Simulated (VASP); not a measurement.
A run of VASP 6.6.1:

File INCAR:

```
ALGO = Normal ; EDIFF = 1E-6
ENCUT = 520 ; GGA = CA
ISIF = 2 ; ISMEAR = -1
LASPH = True ; LCHARG = True
LELF = True ; LREAL = False
LVHAR = True ; LWAVE = False
NBANDS = 12 ; NELM = 100
PREC = Accurate ; SIGMA = 0.03
```

KPOINTS

```
k-points
0
Gamma
  11 11 11
```

POSCAR

```
La
1.0
   -2.1378965873      2.1378965873      2.1378965873
    2.1378965873     -2.1378965873      2.1378965873
    2.1378965873      2.1378965873     -2.1378965873
La
1
Direct
    0.0000000000      0.0000000000      0.0000000000
```

Potentials or basis: VASP PAW LDA potentials, release 64 (La).

Run with:

```console
$ cat potpaw_LDA.64/La/POTCAR > POTCAR
$ mpirun -np 1 vasp_std > vasp.out
```

Hardware: 1 thread of Intel(R) Xeon(R) Platinum 8375C CPU @ 2.90GHz (Ice Lake), on a shared host.

Estimate the wall time of this run.

It took 34 s on 1 thread of Intel(R) Xeon(R) Platinum 8375C CPU @ 2.90GHz (Ice Lake) (shared host), peak memory 0.16 GiB. Counts: scf iterations 10, k points 56.
